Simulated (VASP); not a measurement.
# Ta in VASP: notebook, part 2 of 2

VASP 6.6.1.

### Step 4. Electric field gradients, PBE (zz strain of -3 %)

Contents of INCAR:

```
SYSTEM = Ta
ALGO = Normal ; EDIFF = 1E-8
ENCUT = 400 ; GGA = PE
GGA_COMPAT = .FALSE. ; ISIF = 2
ISMEAR = -1 ; LASPH = .TRUE.
LCHARG = .FALSE. ; LEFG = .TRUE.
LREAL = .FALSE. ; LWAVE = .FALSE.
NBANDS = 12 ; NELM = 120
PREC = Accurate ; SIGMA = 0.08
```

Contents of KPOINTS:

```
k-points
0
G
  17 17 17
  0 0 0
```

Contents of POSCAR:

```
Ta
1.0
   -1.6512800000      1.6512800000      1.6017416000
    1.6512800000     -1.6512800000      1.6017416000
    1.6512800000      1.6512800000     -1.6017416000
Ta
1
Direct
    0.0000000000      0.0000000000      0.0000000000
```

Potentials or basis: VASP PAW PBE potentials, release 64 (Ta_pv).

The run is started by

```
> cat potpaw_PBE.64/Ta_pv/POTCAR > POTCAR
> mpirun -np 1 vasp_std > vasp.out
```

OUTCAR:

```text
SYSTEM = Ta
   EDIFF = 1E-8
   ENCUT = 400
   GGA = PE
   ISIF = 2
   ISMEAR = -1
   LASPH = .TRUE.
   LREAL = .FALSE.
   NELM = 120
   PREC = Accurate

 ion  position               nearest neighbor table
   1  0.000  0.000  0.000-

  LATTYP: Found a body centered tetragonal cell.
 ALAT       =     3.3025600000
 C/A-ratio  =     0.9700000000

  Lattice vectors:

 A1 = (  -1.6512800000,   1.6512800000,   1.6017416000)
 A2 = (   1.6512800000,  -1.6512800000,   1.6017416000)
 A3 = (   1.6512800000,   1.6512800000,  -1.6017416000)

Analysis of symmetry for initial positions (statically):
=====================================================================
 Subroutine PRICEL returns:
 Original cell was already a primitive cell.

 Routine SETGRP: Setting up the symmetry group for a
 body centered tetragonal supercell.

 Subroutine GETGRP returns: Found 16 space group operations
 (whereof 16 operations were pure point group operations)
 out of a pool of 16 trial point group operations.

The static configuration has the point symmetry D_4h.

Analysis of symmetry for dynamics (positions and initial velocities):
=====================================================================
 Subroutine PRICEL returns:
 Original cell was already a primitive cell.

 Routine SETGRP: Setting up the symmetry group for a
 body centered tetragonal supercell.

 Subroutine GETGRP returns: Found 16 space group operations
 (whereof 16 operations were pure point group operations)
 out of a pool of 16 trial point group operations.

The dynamic configuration has the point symmetry D_4h.

 Subroutine INISYM returns: Found 16 space group operations
 (whereof 16 operations are pure point group operations),
[... 153 lines left out ...]
      4      -2.2961      2.00000
      5       6.2090      0.00556
      6       6.6173      0.00003
      7       6.6173      0.00003
      8       9.5609      0.00000
      9      10.1281      0.00000
     10      20.5433      0.00000
     11      20.7110      0.00000
     12      20.7110      0.00000
[... 331 lines left out ...]
 k-point    24 :      -0.1176    0.0588    0.0000
  band No.  band energies     occupation
      1     -27.3522      2.00000
      2     -27.2401      2.00000
      3     -27.2217      2.00000
      4      -1.8267      2.00000
      5       6.0885      0.02483
      6       6.3998      0.00051
      7       7.0342      0.00000
      8       9.1952      0.00000
      9      10.0547      0.00000
     10      20.5428      0.00000
     11      21.1931      0.00000
     12      21.7458      0.00000

 [... further k-points ...]
[... 5 lines left out ...]
  --------------------------------------------------------------------------------------
  -------------------------------------------------------------------------------------
  Total        0.9694945      0.9694945      1.3561164      0.0000000      0.0000000      0.0000000
  in kB       88.9123451     88.9123451    124.3694337      0.0000000      0.0000000      0.0000000
  external PRESSURE =     100.7313746 kB  Pullay stress =       0.0000000 kB

 VOLUME and BASIS-vectors are now :
 -----------------------------------------------------------------------------
  energy-cutoff  :      400.00
  volume of cell :       17.47
      direct lattice vectors                 reciprocal lattice vectors
    -1.651280000  1.651280000  1.601741600     0.000000000  0.302795407  0.312160214
     1.651280000 -1.651280000  1.601741600     0.302795407  0.000000000  0.312160214
     1.651280000  1.651280000 -1.601741600     0.302795407  0.302795407  0.000000000

 POSITION                                       TOTAL-FORCE (eV/Angst)
 -----------------------------------------------------------------------------------
      0.00000      0.00000      0.00000         0.000000      0.000000      0.000000
 -----------------------------------------------------------------------------------
    total drift:                                0.000000     -0.000000     -0.000000

  FREE ENERGIE OF THE ION-ELECTRON SYSTEM (eV)
  ---------------------------------------------------
  free  energy   TOTEN  =       -11.7977904716 eV

  energy  without entropy=      -11.7711048673  energy(sigma->0) =      -11.78444767

 Electric field gradients (V/A^2)
---------------------------------------------------------------------
 ion       V_xx      V_yy      V_zz      V_xy      V_xz      V_yz
---------------------------------------------------------------------
   1      10.527    10.527   -21.054     0.001     0.001     0.001
---------------------------------------------------------------------

 Electric field gradients after diagonalization (V/A^2)
 (convention: |V_zz| > |V_xx| > |V_yy|)
----------------------------------------------------------------------
 ion       V_xx      V_yy      V_zz     asymmetry (V_yy - V_xx)/ V_zz
----------------------------------------------------------------------
   1      10.528    10.526   -21.054       0.000
----------------------------------------------------------------------

           NMR quadrupolar parameters

 Cq : quadrupolar parameter    Cq=e*Q*V_zz/h
 eta: asymmetry parameters     (V_yy - V_xx)/ V_zz
 Q  : nuclear electric quadrupole moment in mb (millibarn)
----------------------------------------------------------------------
 ion       Cq(MHz)       eta       Q (mb)
----------------------------------------------------------------------
   1      -0.051       0.000       1.000
----------------------------------------------------------------------
```

stdout:

```text
POSCAR found type information on POSCAR Ta
 POSCAR found :  1 types and       1 ions
 scaLAPACK will be used
 LDA part: xc-table for (Slater+PW92), standard interpolation
 POSCAR, INCAR and KPOINTS ok, starting setup
 FFT: planning ... GRIDC
 FFT: planning ... GRID_SOFT
 FFT: planning ... GRID
 WAVECAR not read
 entering main loop
ion   1
```

Wall time 33 s (1 thread of Intel Xeon 6975P-C, shared host); peak memory 0.17 GiB.

Results:

| Item | Value |
| --- | --- |
| Free energy | -11.7978 eV |
| Pressure | 10.1 GPa |

Stress tensor (GPa, compression positive):
```
 8.89  0.00  0.00
 0.00  8.89  0.00
 0.00  0.00 12.44
```

Electric field gradients, principal values (V/Å²):
| atom | least | middle | greatest (by size) |
| --- | --- | --- | --- |
| 1 Ta | 10.526 | 10.528 | -21.054 |

Caveat: the cell differs from its parent crystal (zz strain of -3 %); without QUAD_EFG the Cq values of the log hold for a quadrupole moment of 1 mb, not for the nuclei; spin-orbit coupling is left out, which moves the levels of the heavy elements.

### Step 5. Electric field gradients, PBE (zz strain of -1 %)

Contents of INCAR:

```
ALGO = Normal
EDIFF = 1E-8
ENCUT = 400
GGA = PE
GGA_COMPAT = F
ISIF = 2
ISMEAR = -1
LASPH = T
LCHARG = F
LEFG = T
LREAL = F
LWAVE = F
NBANDS = 12
NELM = 120
PREC = Accurate
SIGMA = 0.08
```

Contents of KPOINTS:

```
k-points
0
Gamma
  17 17 17
```

Contents of POSCAR:

```
Ta
1.0
   -1.6512800000      1.6512800000      1.6347672000
    1.6512800000     -1.6512800000      1.6347672000
    1.6512800000      1.6512800000     -1.6347672000
Ta
1
Direct
    0.0000000000      0.0000000000      0.0000000000
```

Potentials or basis: VASP PAW PBE potentials, release 64 (Ta_pv).

The run is started by

```
> cat potpaw_PBE.64/Ta_pv/POTCAR > POTCAR
> mpirun -np 1 vasp_std > vasp.out
```

OUTCAR:

```text
EDIFF = 1E-8
   ENCUT = 400
   GGA = PE
   ISIF = 2
   ISMEAR = -1
   LASPH = T
   LREAL = F
   NELM = 120
   PREC = Accurate

 ion  position               nearest neighbor table
   1  0.000  0.000  0.000-

  LATTYP: Found a body centered tetragonal cell.
 ALAT       =     3.3025600000
 C/A-ratio  =     0.9900000000

  Lattice vectors:

 A1 = (  -1.6512800000,   1.6512800000,   1.6347672000)
 A2 = (   1.6512800000,  -1.6512800000,   1.6347672000)
 A3 = (   1.6512800000,   1.6512800000,  -1.6347672000)

Analysis of symmetry for initial positions (statically):
=====================================================================
 Subroutine PRICEL returns:
 Original cell was already a primitive cell.

 Routine SETGRP: Setting up the symmetry group for a
 body centered tetragonal supercell.

 Subroutine GETGRP returns: Found 16 space group operations
 (whereof 16 operations were pure point group operations)
 out of a pool of 16 trial point group operations.

The static configuration has the point symmetry D_4h.

Analysis of symmetry for dynamics (positions and initial velocities):
=====================================================================
 Subroutine PRICEL returns:
 Original cell was already a primitive cell.

 Routine SETGRP: Setting up the symmetry group for a
 body centered tetragonal supercell.

 Subroutine GETGRP returns: Found 16 space group operations
 (whereof 16 operations were pure point group operations)
 out of a pool of 16 trial point group operations.

The dynamic configuration has the point symmetry D_4h.
[... 152 lines left out ...]
  band No.  band energies     occupation
      1     -27.4616      2.00000
      2     -27.4616      2.00000
      3     -27.4595      2.00000
      4      -2.3867      2.00000
      5       6.2188      0.00062
      6       6.3486      0.00012
      7       6.3486      0.00012
      8       9.5228      0.00000
      9       9.7023      0.00000
     10      20.3054      0.00000
     11      20.5664      0.00000
     12      20.5664      0.00000
[... 331 lines left out ...]
 k-point    24 :      -0.1176    0.0588    0.0000
  band No.  band energies     occupation
      1     -27.5928      2.00000
      2     -27.4888      2.00000
      3     -27.4718      2.00000
      4      -1.9259      2.00000
      5       6.0397      0.00576
      6       6.1433      0.00158
      7       6.7991      0.00000
      8       9.1162      0.00000
      9       9.6894      0.00000
     10      20.3049      0.00000
     11      20.9817      0.00000
     12      21.5287      0.00000

 [... further k-points ...]
[... 5 lines left out ...]
  --------------------------------------------------------------------------------------
  -------------------------------------------------------------------------------------
  Total        0.5564773      0.5564773      0.6772341      0.0000000      0.0000000      0.0000000
  in kB       50.0035334     50.0035334     60.8544113      0.0000000      0.0000000      0.0000000
  external PRESSURE =      53.6204927 kB  Pullay stress =       0.0000000 kB

 VOLUME and BASIS-vectors are now :
 -----------------------------------------------------------------------------
  energy-cutoff  :      400.00
  volume of cell :       17.83
      direct lattice vectors                 reciprocal lattice vectors
    -1.651280000  1.651280000  1.634767200     0.000000000  0.302795407  0.305853947
     1.651280000 -1.651280000  1.634767200     0.302795407  0.000000000  0.305853947
     1.651280000  1.651280000 -1.634767200     0.302795407  0.302795407  0.000000000

 POSITION                                       TOTAL-FORCE (eV/Angst)
 -----------------------------------------------------------------------------------
      0.00000      0.00000      0.00000        -0.000000     -0.000000      0.000000
 -----------------------------------------------------------------------------------
    total drift:                                0.000000      0.000000      0.000000

  FREE ENERGIE OF THE ION-ELECTRON SYSTEM (eV)
  ---------------------------------------------------
  free  energy   TOTEN  =       -11.8186548158 eV

  energy  without entropy=      -11.7914754759  energy(sigma->0) =      -11.80506515

 Electric field gradients (V/A^2)
---------------------------------------------------------------------
 ion       V_xx      V_yy      V_zz      V_xy      V_xz      V_yz
---------------------------------------------------------------------
   1       3.427     3.427    -6.854    -0.000    -0.000    -0.000
---------------------------------------------------------------------

 Electric field gradients after diagonalization (V/A^2)
 (convention: |V_zz| > |V_xx| > |V_yy|)
----------------------------------------------------------------------
 ion       V_xx      V_yy      V_zz     asymmetry (V_yy - V_xx)/ V_zz
----------------------------------------------------------------------
   1       3.427     3.426    -6.854       0.000
----------------------------------------------------------------------

           NMR quadrupolar parameters

 Cq : quadrupolar parameter    Cq=e*Q*V_zz/h
 eta: asymmetry parameters     (V_yy - V_xx)/ V_zz
 Q  : nuclear electric quadrupole moment in mb (millibarn)
----------------------------------------------------------------------
 ion       Cq(MHz)       eta       Q (mb)
----------------------------------------------------------------------
   1      -0.017       0.000       1.000
----------------------------------------------------------------------
```

stdout:

```text
POSCAR found type information on POSCAR Ta
 POSCAR found :  1 types and       1 ions
 scaLAPACK will be used
 LDA part: xc-table for (Slater+PW92), standard interpolation
 POSCAR, INCAR and KPOINTS ok, starting setup
 FFT: planning ... GRIDC
 FFT: planning ... GRID_SOFT
 FFT: planning ... GRID
 WAVECAR not read
 entering main loop
ion   1
```

Run time: 33 s. Hardware: 1 thread of Intel Xeon 6975P-C, shared host; peak memory 0.17 GiB.

Results:

- Free energy: -11.8187 eV
- Pressure: 5.4 GPa

Stress tensor (GPa, compression positive):
```
5.00 0.00 0.00
0.00 5.00 0.00
0.00 0.00 6.09
```

Levels at points of the mesh, in eV from the Fermi level:
| k point | band 4 | band 5 | band 6 | band 7 | band 8 | band 9 |
| --- | --- | --- | --- | --- | --- | --- |
| (0.00, 0.00, 0.00) | -7.96 | 0.65 | 0.78 | 0.78 | 3.95 | 4.13 |

Electric field gradients, principal values (V/Å²):
| atom | least | middle | greatest (by size) |
| --- | --- | --- | --- |
| 1 Ta | 3.426 | 3.427 | -6.854 |

Caveat: the cell differs from its parent crystal (zz strain of -1 %); without QUAD_EFG the Cq values of the log hold for a quadrupole moment of 1 mb, not for the nuclei; spin-orbit coupling is left out, which moves the levels of the heavy elements.

### Step 6. Overview

```tsv
cell	cutoff (eV)	gap on the mesh (eV)	pressure (GPa)
a = 2.832 Å, angles 108.6°, 1 atom	520	none	3.7
a = 2.832 Å, angles 108.7, 108.7, 111.1°, 1 atom	400	none	10.1
a = 2.851 Å, angles 109.2, 109.2, 110.0°, 1 atom	400	none	5.4
```

Alike in all rows: task electric field gradients; level PBE; potentials or basis VASP PAW PBE potentials, release 64 (Ta_pv); no spin polarisation; k mesh 17 × 17 × 17; smearing fermi-dirac 0.08 eV.

Caveats: spin-orbit coupling is left out, which moves the levels of the heavy elements.

Absolute energies hang on the potentials; compare differences alone.
